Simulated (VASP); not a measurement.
**AsI: single point with PBE**

Crystal: AsI.

```xyz
2
Lattice="0.0000 3.0812 3.0812 3.0812 0.0000 3.0812 3.0812 3.0812 0.0000" Properties=species:S:1:pos:R:3 pbc="T T T"
As    0.0000    0.0000    0.0000
I     3.0812    3.0812    3.0812
```

```json
{"Program": "VASP 6.6.1", "Task": "single point", "Functional": "PBE", "Potentials or basis": "VASP PAW PBE potentials, release 64 (As, I)", "Cutoff": "520 eV", "k mesh": "16 × 16 × 16", "Occupations": "gaussian, width 0.1 eV", "Spin": "no spin polarisation"}
```

The pressure is 0.0 GPa and the band gap on the k mesh is zero (band 6 reaches 7.79 eV, above the bottom of band 7 at 4.28 eV).

Levels at points of the mesh, in eV from the Fermi level:
| k point | band 3 | band 4 | band 5 | band 6 | band 7 | band 8 | band 9 | band 10 |
| --- | --- | --- | --- | --- | --- | --- | --- | --- |
| (0.00, 0.00, 0.00) | -3.50 | -3.50 | -3.50 | 1.23 | 1.23 | 1.23 | 4.84 | 4.84 |
| (0.50, 0.00, 0.00) | -3.16 | -3.16 | -2.62 | -1.25 | -1.12 | -1.12 | 7.68 | 7.75 |
| (0.50, 0.50, 0.00) | -6.37 | -4.83 | -4.83 | 2.39 | 2.39 | 2.42 | 3.51 | 8.31 |

Wall time 49 s on 1 thread of Intel(R) Xeon(R) Platinum 8259CL CPU @ 2.50GHz (Skylake/Cascade Lake), on a shared host, peak memory 0.26 GiB.

Caveat: spin-orbit coupling is left out, which moves the levels of the heavy elements.
